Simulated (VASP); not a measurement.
# GaN (F-43m) in VASP: notebook

Aim: see how the results for GaN move with the level of theory and the settings. Levels: LDA, r2SCAN, PBE, PBEsol. Tasks: single point, relaxation of cell and atoms.

All numbers are computed with VASP 6.6.1; they aren't measurements. Logs are shortened: lines on timing, memory, paths and dates and some standing lists are left out, and cuts for length are marked.

### Step 1. The cell of the first run

Symmetry: F-43m, No. 216, cubic system. The conventional cell has a = 4.498 Å, b = 4.498 Å, c = 4.498 Å, α = 90.00°, β = 90.00°, γ = 90.00°. Within 2.6 Å of Ga (site symmetry -43m) lie 4 N at 1.95 Å. Within 2.6 Å of N (site symmetry -43m) lie 4 Ga at 1.95 Å.

### Step 2. Single point, LDA

Input file INCAR:

```
SYSTEM = GaN
PREC     = Accurate       ! precision mode
ENCUT    = 520            ! plane-wave cutoff, eV
EDIFF    = 1E-7           ! SCF threshold, eV
ISMEAR   = 0              ! smearing method
SIGMA    = 0.01           ! smearing width, eV
LREAL    = .False.        ! projectors in reciprocal space
LASPH    = .True.         ! aspherical terms in the spheres
NELM     = 100            ! most SCF steps
ALGO     = Normal         ! electronic algorithm
ISIF     = 2              ! what is computed and relaxed
LWAVE    = .False.        ! write WAVECAR
LCHARG   = .True.         ! write CHGCAR
LELF     = .True.         ! ELF
LVHAR    = .True.       
NBANDS   = 16             ! bands
```

Input file KPOINTS:

```
Automatic mesh
0
Gamma
  10 10 10
  0 0 0
```

Input file POSCAR:

```
GaN
1.0
    0.0000000000      2.2489526325      2.2489526325
    2.2489526325      0.0000000000      2.2489526325
    2.2489526325      2.2489526325      0.0000000000
Ga N
1 1
Direct
    0.0000000000      0.0000000000      0.0000000000
    0.7500000000      0.7500000000      0.7500000000
```

Potentials or basis: VASP PAW LDA potentials, release 64 (Ga_d, N).

Started as:

```bash
$ cat potpaw_LDA.64/Ga_d/POTCAR potpaw_LDA.64/N/POTCAR > POTCAR
$ mpirun -np 1 vasp_std > vasp.out
```

OUTCAR:

```text
SYSTEM = GaN
   PREC = Accurate
   ENCUT = 520
   EDIFF = 1E-7
   ISMEAR = 0
   LREAL = .False.
   LASPH = .True.
   NELM = 100
   ISIF = 2

 ion  position               nearest neighbor table
   1  0.000  0.000  0.000-   2 1.95   2 1.95   2 1.95   2 1.95
   2  0.750  0.750  0.750-   1 1.95   1 1.95   1 1.95   1 1.95

  LATTYP: Found a face centered cubic cell.
 ALAT       =     4.4979052650

  Lattice vectors:

 A1 = (   0.0000000000,   2.2489526325,   2.2489526325)
 A2 = (   2.2489526325,   0.0000000000,   2.2489526325)
 A3 = (   2.2489526325,   2.2489526325,   0.0000000000)

Analysis of symmetry for initial positions (statically):
=====================================================================
 Subroutine PRICEL returns:
 Original cell was already a primitive cell.

 Routine SETGRP: Setting up the symmetry group for a
 face centered cubic supercell.

 Subroutine GETGRP returns: Found 24 space group operations
 (whereof 24 operations were pure point group operations)
 out of a pool of 48 trial point group operations.

The static configuration has the point symmetry T_d .

Analysis of symmetry for dynamics (positions and initial velocities):
=====================================================================
 Subroutine PRICEL returns:
 Original cell was already a primitive cell.

 Routine SETGRP: Setting up the symmetry group for a
 face centered cubic supercell.

 Subroutine GETGRP returns: Found 24 space group operations
 (whereof 24 operations were pure point group operations)
 out of a pool of 48 trial point group operations.

The dynamic configuration has the point symmetry T_d .

 Subroutine INISYM returns: Found 24 space group operations
 (whereof 24 operations are pure point group operations),
 and found     1 'primitive' translations

----------------------------------------------------------------------------------------

                                     Primitive cell

  volume of cell :      22.7495

  direct lattice vectors                    reciprocal lattice vectors
     0.000000000  2.248952632  2.248952632    -0.222325714  0.222325714  0.222325714
     2.248952632  0.000000000  2.248952632     0.222325714 -0.222325714  0.222325714
     2.248952632  2.248952632  0.000000000     0.222325714  0.222325714 -0.222325714

  length of vectors
     3.180499314  3.180499314  3.180499314     0.385079433  0.385079433  0.385079433

  position of ions in fractional coordinates (direct lattice)
     0.000000000  0.000000000  0.000000000
     0.750000000  0.750000000  0.750000000

  ion indices of the primitive-cell ions
   primitive index   ion index
                 1           1
                 2           2

----------------------------------------------------------------------------------------

 KPOINTS: Automatic mesh

Automatic generation of k-mesh.
 Grid dimensions read from file:
 generate k-points for:   10   10   10

 Generating k-lattice:

  Cartesian coordinates                     Fractional coordinates (reciprocal lattice)
    -0.022232571  0.022232571  0.022232571     0.100000000  0.000000000  0.000000000
     0.022232571 -0.022232571  0.022232571     0.000000000  0.100000000  0.000000000
     0.022232571  0.022232571 -0.022232571     0.000000000  0.000000000  0.100000000

  Length of vectors
     0.038507943  0.038507943  0.038507943

  Shift w.r.t. Gamma in fractional coordinates (k-lattice)
     0.000000000  0.000000000  0.000000000

 Subroutine IBZKPT returns following result:
 ===========================================

 Found     47 irreducible k-points:

 Following reciprocal coordinates:
            Coordinates               Weight
  0.000000  0.000000  0.000000      1.000000
  0.100000  0.000000  0.000000      8.000000
  0.200000  0.000000  0.000000      8.000000
  0.300000  0.000000  0.000000      8.000000
  0.400000  0.000000  0.000000      8.000000
  0.500000  0.000000  0.000000      4.000000
[... 16 lines left out ...]
  0.300000  0.300000  0.000000      6.000000
  0.400000  0.300000  0.000000     24.000000
 [... further k-points ...]
   k-points           NKPTS =     47   k-points in BZ     NKDIM =     47   number of bands    NBANDS=     16
   number of dos      NEDOS =    301   number of ions     NIONS =      2
   total plane-waves  NPLWV =  13824
   dimension x,y,z NGX =    24 NGY =   24 NGZ =   24
   dimension x,y,z NGXF=    48 NGYF=   48 NGZF=   48
   ions per type =               1   1
   NGX,Y,Z   is equivalent  to a cutoff of  12.54, 12.54, 12.54 a.u.
   NGXF,Y,Z  is equivalent  to a cutoff of  25.09, 25.09, 25.09 a.u.
 SYSTEM =  GaN
   PREC   = accura    normal or accurate (medium, high low for compatibility)
   ISTART =      0    job   : 0-new  1-cont  2-samecut
   ICHARG =      2    charge: 1-file 2-atom 10-const
   ISPIN  =      1    spin polarized calculation?
   LNONCOLLINEAR =      F non collinear calculations
   LSORBIT =      F    spin-orbit coupling
   LASPH  =      T    aspherical Exc in radial PAW
   ENCUT  =  520.0 eV  38.22 Ry    6.18 a.u.   5.91  5.91  5.91*2*pi/ulx,y,z
   NELM   =    100;   NELMIN=  2; NELMDL= -5     # of ELM steps
   EDIFF  = 0.1E-06   stopping-criterion for ELM
   LREAL  =      F    real-space projection
   EDIFFG = 0.1E-05   stopping-criterion for IOM
   NSW    =      0    number of steps for IOM
   IBRION =     -1    ionic relax: 0-MD 1-quasi-New 2-CG
   NFREE  =      0    steps in history (QN), initial steepest desc. (CG)
   ISIF   =      2    stress and relaxation
   ISYM   =      2    0-nonsym 1-usesym 2-fastsym
   POTIM  = 0.5000    time-step for ionic-motion
   TEBEG  =    0.0;   TEEND  =   0.0 temperature during run
   PSTRESS=    0.0 pullay stress
   NELECT =      18.0000    total number of electrons
   NUPDOWN=      -1.0000    fix difference up-down
   EMIN   =  10.00;   EMAX   =-10.00  energy-range for DOS
   EFERMI =   0.00;   METHOD = LEGACY
   ISMEAR =     0;   SIGMA  =   0.01  broadening in eV -4-tet -1-fermi 0-gaus
   EFERMI_NEDOS =   21; number of points for ismear=-14 and -15
   IALGO  =     38    algorithm
   IMIX   =      4    mixing-type and parameters
     AMIX     =   0.40;   BMIX     =  1.00
     AMIX_MAG =   1.60;   BMIX_MAG =  1.00
  volume/ion in A,a.u.               =      11.37        76.76
  Fermi-wavevector in a.u.,A,eV,Ry     =   1.514173  2.861371 31.194328  2.292718
  Thomas-Fermi vector in A             =   2.623866
   LORBIT       =      0    0 simple, 1 ext, 2 COOP (PROOUT), +10 PAW based schemes
   GGA     = CA    functional components
   LHFCALC =     F    Hartree Fock is set to
   AEXX    =    0.0000 exact exchange contribution
   IVDW    =     0    specifies the selected vdW correction
   LEPSILON=     F    determine dielectric tensor
   LRPA    =     F    only Hartree local field effects (RPA)
 non-spin polarized calculation
 Gauss-broadening in eV      SIGMA  =   0.01
  energy-cutoff  :      520.00
  volume of cell :       22.75
 maximum number of plane-waves:       622
   NGX = 11   NGY = 11   NGZ = 11

 number of electron      18.0000006 magnetization

 Free energy of the ion-electron system (eV)
  ---------------------------------------------------
  ext. energy  EPLUGINS =         0.00000000
  ---------------------------------------------------
  free energy    TOTEN  =       -13.93725783 eV

  energy without entropy =      -13.93725783  energy(sigma->0) =      -13.93725783

 E-fermi :   5.2055     XC(G=0): -12.1507

 val. band max:        5.0977843303   @ k =   0.0000   0.0000   0.0000
 cond. band min:       6.8849074657   @ k =   0.0000   0.0000   0.0000
 fundamental gap:      1.7871231355
 Fermi energy:         5.2054975587

 k-point     1 :       0.0000    0.0000    0.0000
  band No.  band energies     occupation
      1     -10.7576      2.00000
      2      -8.4609      2.00000
      3      -8.4609      2.00000
      4      -8.4609      2.00000
      5      -8.1367      2.00000
      6      -8.1367      2.00000
[... 8 lines left out ...]
     15      23.8251      0.00000
     16      23.8251      0.00000

 k-point     2 :       0.1000    0.0000    0.0000
  band No.  band energies     occupation
      1     -10.6448      2.00000
      2      -8.4470      2.00000
      3      -8.4470      2.00000
      4      -8.4205      2.00000
      5      -8.1381      2.00000
      6      -8.1381      2.00000
[... 8 lines left out ...]
     15      22.5629      0.00000
     16      22.5629      0.00000

 k-point     3 :       0.2000    0.0000    0.0000
  band No.  band energies     occupation
      1     -10.3651      2.00000
      2      -8.4150      2.00000
      3      -8.4150      2.00000
      4      -8.2470      2.00000
      5      -8.1369      2.00000
      6      -8.1369      2.00000
[... 8 lines left out ...]
     15      21.7962      0.00000
     16      21.7962      0.00000

 k-point     4 :       0.3000    0.0000    0.0000
  band No.  band energies     occupation
      1     -10.0817      2.00000
      2      -8.3867      2.00000
      3      -8.3867      2.00000
      4      -8.1231      2.00000
      5      -8.1231      2.00000
      6      -7.8152      2.00000
[... 8 lines left out ...]
     15      22.2688      0.00000
     16      22.2688      0.00000
[... 324 lines left out ...]
 k-point    22 :      -0.2000    0.2000    0.0000
  band No.  band energies     occupation
      1      -9.9952      2.00000
      2      -8.3708      2.00000
      3      -8.3550      2.00000
      4      -8.1598      2.00000
      5      -8.1487      2.00000
      6      -7.6272      2.00000
[... 8 lines left out ...]
     15      22.2997      0.00000
     16      25.5357      0.00000

 k-point    23 :       0.3000    0.3000    0.0000
  band No.  band energies     occupation
      1      -9.9153      2.00000
      2      -8.3124      2.00000
      3      -8.2679      2.00000
      4      -8.2679      2.00000
      5      -8.0853      2.00000
      6      -7.6018      2.00000
[... 8 lines left out ...]
     15      27.1303      0.00000
     16      27.5140      0.00000

 k-point    24 :       0.4000    0.3000    0.0000
  band No.  band energies     occupation
      1      -9.8155      2.00000
      2      -8.3317      2.00000
      3      -8.2335      2.00000
      4      -8.2326      2.00000
      5      -8.0750      2.00000
      6      -7.1030      2.00000
[... 8 lines left out ...]
     15      27.3634      0.00000
     16      27.4869      0.00000

 [... further k-points ...]

------------------------ aborting loop because EDIFF is reached ----------------------------------------

  FORCE on cell =-STRESS in cart. coord.  units (eV):
  Direction    XX          YY          ZZ          XY          YZ          ZX
  --------------------------------------------------------------------------------------
  -------------------------------------------------------------------------------------
  Total       -0.6297330     -0.6297330     -0.6297330     -0.0000000     -0.0000000     -0.0000000
  in kB      -44.3502553    -44.3502553    -44.3502553     -0.0000000     -0.0000000     -0.0000000
  external PRESSURE =     -44.3502553 kB  Pullay stress =       0.0000000 kB

 VOLUME and BASIS-vectors are now :
 -----------------------------------------------------------------------------
  energy-cutoff  :      520.00
  volume of cell :       22.75
      direct lattice vectors                 reciprocal lattice vectors
     0.000000000  2.248952632  2.248952632    -0.222325714  0.222325714  0.222325714
     2.248952632  0.000000000  2.248952632     0.222325714 -0.222325714  0.222325714
     2.248952632  2.248952632  0.000000000     0.222325714  0.222325714 -0.222325714

 POSITION                                       TOTAL-FORCE (eV/Angst)
 -----------------------------------------------------------------------------------
      0.00000      0.00000      0.00000        -0.000000     -0.000000     -0.000000
      3.37343      3.37343      3.37343         0.000000      0.000000      0.000000
 -----------------------------------------------------------------------------------
    total drift:                               -0.000002     -0.000002     -0.000002

  FREE ENERGIE OF THE ION-ELECTRON SYSTEM (eV)
  ---------------------------------------------------
  free  energy   TOTEN  =       -13.9372578339 eV

  energy  without entropy=      -13.9372578339  energy(sigma->0) =      -13.93725783
```

Wall time 47 s (1 thread of AMD EPYC 7R13, shared host); peak memory 0.11 GiB.

Results:

| Item | Value |
| --- | --- |
| Free energy | -13.9373 eV |
| Pressure | -4.4 GPa |
| Band gap on the k mesh | 1.79 eV, direct |

A hybrid or GW would open this gap; LDA tends to underestimate it.

### Step 3. Single point, r2SCAN

POSCAR is that of step 2.

Input file INCAR.step1:

```
ALGO = Normal ; EDIFF = 1E-4
ENCUT = 520 ; GGA = PE
ISMEAR = -1 ; LASPH = T
LCHARG = F ; LREAL = F
LWAVE = T ; NBANDS = 16
NELM = 60 ; PREC = Accurate
SIGMA = 0.02
```

Input file INCAR.step2:

```
ALGO = Normal ; EDIFF = 1E-6
ENCUT = 520 ; ISIF = 2
ISMEAR = -1 ; ISTART = 1
LASPH = T ; LCHARG = F
LMIXTAU = T ; LREAL = F
LWAVE = F ; METAGGA = R2SCAN
NBANDS = 16 ; NELM = 60
PREC = Accurate ; SIGMA = 0.02
```

Input file KPOINTS:

```
k-points
0
Gamma
  8 8 8
```

Potentials or basis: VASP PAW PBE potentials, release 64 (Ga_d, N).

Started as:

```bash
$ cat potpaw_PBE.64/Ga_d/POTCAR potpaw_PBE.64/N/POTCAR > POTCAR
$ cp INCAR.step1 INCAR
$ mpirun -np 1 vasp_std > vasp.out
$ cp INCAR.step2 INCAR
$ mpirun -np 1 vasp_std > vasp.out
```

OUTCAR:

```text
EDIFF = 1E-6
   ENCUT = 520
   ISIF = 2
   ISMEAR = -1
   ISTART = 1
   LASPH = T
   LREAL = F
   METAGGA = R2SCAN
   NELM = 60
   PREC = Accurate

 ion  position               nearest neighbor table
   1  0.000  0.000  0.000-   2 1.95   2 1.95   2 1.95   2 1.95
   2  0.750  0.750  0.750-   1 1.95   1 1.95   1 1.95   1 1.95

  LATTYP: Found a face centered cubic cell.
 ALAT       =     4.4979052650

  Lattice vectors:

 A1 = (   0.0000000000,   2.2489526325,   2.2489526325)
[... 641 lines left out ...]
------------------------ aborting loop because EDIFF is reached ----------------------------------------

  FORCE on cell =-STRESS in cart. coord.  units (eV):
  Direction    XX          YY          ZZ          XY          YZ          ZX
  --------------------------------------------------------------------------------------
  -------------------------------------------------------------------------------------
  Total        0.1493172      0.1493172      0.1493172      0.0000000     -0.0000000      0.0000000
  in kB       10.5159711     10.5159711     10.5159711      0.0000000     -0.0000000      0.0000000
  external PRESSURE =      10.5159711 kB  Pullay stress =       0.0000000 kB

 VOLUME and BASIS-vectors are now :
 -----------------------------------------------------------------------------
  energy-cutoff  :      520.00
  volume of cell :       22.75
      direct lattice vectors                 reciprocal lattice vectors
     0.000000000  2.248952632  2.248952632    -0.222325714  0.222325714  0.222325714
     2.248952632  0.000000000  2.248952632     0.222325714 -0.222325714  0.222325714
     2.248952632  2.248952632  0.000000000     0.222325714  0.222325714 -0.222325714

 POSITION                                       TOTAL-FORCE (eV/Angst)
 -----------------------------------------------------------------------------------
      0.00000      0.00000      0.00000        -0.000000     -0.000000     -0.000000
      3.37343      3.37343      3.37343         0.000000      0.000000      0.000000
 -----------------------------------------------------------------------------------
    total drift:                               -0.000008     -0.000008     -0.000008

  FREE ENERGIE OF THE ION-ELECTRON SYSTEM (eV)
  ---------------------------------------------------
  free  energy   TOTEN  =       -21.8960427135 eV

  energy  without entropy=      -21.8960427135  energy(sigma->0) =      -21.89604271
```

OSZICAR.step1:

```text
N       E                     dE             d eps       ncg     rms          rms(c)
DAV:   1     0.854575436719E+02    0.85458E+02   -0.91764E+03  1008   0.202E+03
DAV:   2    -0.802113631082E+01   -0.93479E+02   -0.87825E+02  1048   0.331E+02
DAV:   3    -0.140788527953E+02   -0.60577E+01   -0.60331E+01  1088   0.720E+01
DAV:   4    -0.141476454875E+02   -0.68793E-01   -0.68781E-01  1128   0.826E+00
DAV:   5    -0.141486037836E+02   -0.95830E-03   -0.95829E-03  1136   0.905E-01    0.774E+00
DAV:   6    -0.121362980381E+02    0.20123E+01   -0.49196E+00  1392   0.399E+01    0.268E+00
DAV:   7    -0.121453798438E+02   -0.90818E-02   -0.32256E-01  1008   0.655E+00    0.177E+00
DAV:   8    -0.121417080785E+02    0.36718E-02   -0.56748E-02  1088   0.328E+00    0.782E-01
DAV:   9    -0.121375660196E+02    0.41421E-02   -0.14464E-02  1392   0.277E+00    0.197E-01
DAV:  10    -0.121379169365E+02   -0.35092E-03   -0.15531E-03  1072   0.556E-01    0.948E-02
DAV:  11    -0.121378131325E+02    0.10380E-03   -0.26977E-04   944   0.263E-01    0.852E-03
DAV:  12    -0.121378202798E+02   -0.71473E-05   -0.51055E-05   520   0.876E-02
   1 F= -.12137820E+02 E0= -.12137820E+02  d E =-.345983E-12
```

It took 2 min on 1 thread of AMD EPYC 7R13, shared host; peak memory 0.12 GiB.

What came out:

| Item | Value |
| --- | --- |
| Free energy | -21.8960 eV |
| Pressure | 1.1 GPa |
| Band gap on the k mesh | 2.16 eV, direct |

Levels at points of the mesh, in eV from the valence-band top:
```
           k point  band 7  band 8  band 9  band 10  band 11  band 12
(0.00, 0.00, 0.00)    0.00    0.00    0.00     2.16    11.04    11.04
(0.50, 0.00, 0.00)   -7.20   -1.00   -1.00     5.21     9.47    11.03
(0.50, 0.50, 0.00)   -6.24   -2.80   -2.80     3.77     7.28    12.63
```

Caveat: the PAW data sets were made with another functional, which shifts forces and pressure a little.

### Step 4. Single point, r2SCAN

POSCAR is that of step 3.

Input file INCAR.step1:

```
ALGO     = Normal         # electronic algorithm
EDIFF    = 1E-4           # SCF threshold, eV
ENCUT    = 520            # plane-wave cutoff, eV
GGA      = PE             # functional
ISMEAR   = 0              # smearing method
LASPH    = T              # aspherical terms in the spheres
LCHARG   = F              # write CHGCAR
LREAL    = F              # projectors in reciprocal space
LWAVE    = T              # write WAVECAR
NBANDS   = 16             # bands
NELM     = 100            # most SCF steps
PREC     = Accurate       # precision mode
SIGMA    = 0.01           # smearing width, eV
```

Input file INCAR.step2:

```
ALGO     = Normal         # electronic algorithm
EDIFF    = 1E-6           # SCF threshold, eV
ENCUT    = 520            # plane-wave cutoff, eV
ISIF     = 2              # what is computed and relaxed
ISMEAR   = 0              # smearing method
ISTART   = 1            
LASPH    = T              # aspherical terms in the spheres
LCHARG   = F              # write CHGCAR
LMIXTAU  = T            
LREAL    = F              # projectors in reciprocal space
LWAVE    = F              # write WAVECAR
METAGGA  = R2SCAN         # meta-GGA
NBANDS   = 16             # bands
NELM     = 100            # most SCF steps
PREC     = Accurate       # precision mode
SIGMA    = 0.01           # smearing width, eV
```

Input file KPOINTS:

```
k-points
0
Gamma
  10 10 10
```

Started as:

```bash
$ cat potpaw_PBE.64/Ga_d/POTCAR potpaw_PBE.64/N/POTCAR > POTCAR
$ cp INCAR.step1 INCAR
$ mpirun -np 1 vasp_std > vasp.out
$ cp INCAR.step2 INCAR
$ mpirun -np 1 vasp_std > vasp.out
```

Wall time 2.7 min (1 thread of AMD EPYC 7R13, shared host); peak memory 0.12 GiB.

It converged, with:

| Property | Result |
| --- | --- |
| Free energy | -21.8964 eV |
| Pressure | 1.1 GPa |
| Band gap on the k mesh | 2.16 eV, direct |

Levels at points of the mesh, in eV from the valence-band top:
```
           k point  band 6  band 7  band 8  band 9  band 10  band 11  band 12  band 13
(0.00, 0.00, 0.00)  -13.48    0.00    0.00    0.00     2.16    11.04    11.04    11.04
(0.50, 0.00, 0.00)  -12.35   -7.20   -1.00   -1.00     5.21     9.47    11.03    11.03
(0.50, 0.50, 0.00)  -11.97   -6.24   -2.80   -2.80     3.77     7.28    12.63    15.01
```

Caveat: the PAW data sets were made with another functional, which shifts forces and pressure a little. r2SCAN opens gaps a little over a GGA but as a rule still falls short of measured ones.

[end of part 1 of 2]
